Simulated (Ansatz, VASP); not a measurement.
Given: the input of a run of Ansatz 0.2.0 on ZnO.

The input input.yaml:

```yaml
crystal:
  lattice:
    - [3.249308, 0.0, 0.0]
    - [-1.624654, 2.8139832727, 0.0]
    - [0.0, 0.0, 5.205709]
  atoms:
    - { symbol: Zn, position: [0.6666666667, 0.3333333333, 0.0] }
    - { symbol: Zn, position: [0.3333333333, 0.6666666667, 0.5] }
    - { symbol: O, position: [0.3333333333, 0.6666666667, 0.87901] }
    - { symbol: O, position: [0.6666666667, 0.3333333333, 0.37901] }
hamiltonian:
  xc: pbesol
  pseudopotentials: { kind: paw }
  dispersion: d3bj
kpoints:
  mp_grid: { grid: [9, 9, 5] }
scf:
  occupations: { method: fermi_dirac, width: 0.05 }
output:
  forces: true
  stress: true
relax:
  f_tol: 0.01
  max_steps: 40
  cell: { stress_tol: 0.05 }
```

Potentials or basis: Ansatz PAW.

Run with:

```console
$ ansatz run input.yaml --threads 2 --pin off --max-ram 5632MiB --backend cpu --events-out ev --progress --plain --runs-dir out
```

Question: Set up the same calculation for VASP 6.6.1. Potentials there: VASP PAW PBE potentials, release 64 (Zn, O).

Answer: As run (the cutoff follows the program's own potentials):

Contents of INCAR:

```
PREC = Accurate
ENCUT = 600
EDIFF = 1E-6
ISMEAR = -1
SIGMA = 0.05
LREAL = F
LASPH = T
NELM = 100
ALGO = Normal
ISIF = 3
LWAVE = F
LCHARG = F
GGA = PS
IVDW = 12
IBRION = 2
NSW = 60
EDIFFG = -0.01
```

Contents of KPOINTS:

```
regular mesh
0
Gamma
  9 9 5
```

File POSCAR:

```
ZnO
1.0
    3.2493080000      0.0000000000      0.0000000000
   -1.6246540000      2.8139832727      0.0000000000
    0.0000000000      0.0000000000      5.2057090000
Zn O
2 2
Direct
    0.6666666667      0.3333333333      0.0000000000
    0.3333333333      0.6666666667      0.5000000000
    0.3333333333      0.6666666667      0.8790100000
    0.6666666667      0.3333333333      0.3790100000
```

Potentials or basis: VASP PAW PBE potentials, release 64 (Zn, O).

Run with:

```bash
$ cat potpaw_PBE.64/Zn/POTCAR potpaw_PBE.64/O/POTCAR > POTCAR
$ mpirun -np 1 vasp_std > vasp.out
```

Both were run:

|  | VASP | Ansatz | Ansatz less VASP |
| --- | --- | --- | --- |
| relaxed volume (Å³/atom) | 11.64 | 11.57 | -0.073 |
| relaxed cell length with the largest relative difference (Å) | 3.220 | 3.212 | -0.0087 |

VASP's potentials were made for PBE, not for PBEsol.

Noted on Ansatz's run: odd divisions of the mesh miss points on the zone boundary, where band edges often lie, so the gap on the mesh can be too wide; the plane-wave basis is chosen anew once the cell has moved, so the energies of steps on either side of that aren't comparable.
